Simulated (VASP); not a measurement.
Set up this calculation in VASP 6.6.1, as the native input.

```
Task                   : single point
Functional             : PBE
Potentials or basis    : VASP PAW PBE potentials, release 64 (In_d, As)
Cutoff                 : 500 eV
k mesh                 : 6 × 6 × 6
Occupations            : fermi-dirac, width 0.05 eV
Spin                   : no spin polarisation
Dipole correction      : no
Further INCAR settings : ALGO = Normal; EDIFF = 1e-06; NBANDS = 16
```

The structure of InAs lies in POSCAR:

```
InAs
1.0
    0.0000000000      3.0180000000      3.0180000000
    3.0180000000      0.0000000000      3.0180000000
    3.0180000000      3.0180000000      0.0000000000
In As
1 1
Direct
    0.0000000000      0.0000000000      0.0000000000
    0.2500000000      0.2500000000      0.2500000000
```

These files were run (other wordings do the same):

INCAR

```
SYSTEM = InAs
PREC = Accurate
ENCUT = 500
EDIFF = 1E-6
ISMEAR = -1
SIGMA = 0.05
LREAL = .False.
LASPH = .True.
NELM = 120
ALGO = Normal
ISIF = 2
LWAVE = .False.
LCHARG = .False.
GGA = PE
NBANDS = 16
GGA_COMPAT = .False.
```

KPOINTS

```
regular mesh
0
Gamma
  6 6 6
  0 0 0
```

Potentials or basis: VASP PAW PBE potentials, release 64 (In_d, As).

The run is started by

```console
$ cat potpaw_PBE.64/In_d/POTCAR potpaw_PBE.64/As/POTCAR > POTCAR
$ mpirun -np 1 vasp_std > vasp.out
```

It gave:

* Pressure: 4.4 GPa
* Band gap on the k mesh: zero (filled and empty bands touch)

Caveat: the cell stands under pressure; semilocal functionals underestimate gaps, so a narrow gap can read as zero; spin-orbit coupling is left out, which moves the levels of the heavy elements.

Run time: 18 s on 1 thread of Intel Xeon 8259CL (shared host), peak memory 0.18 GiB.
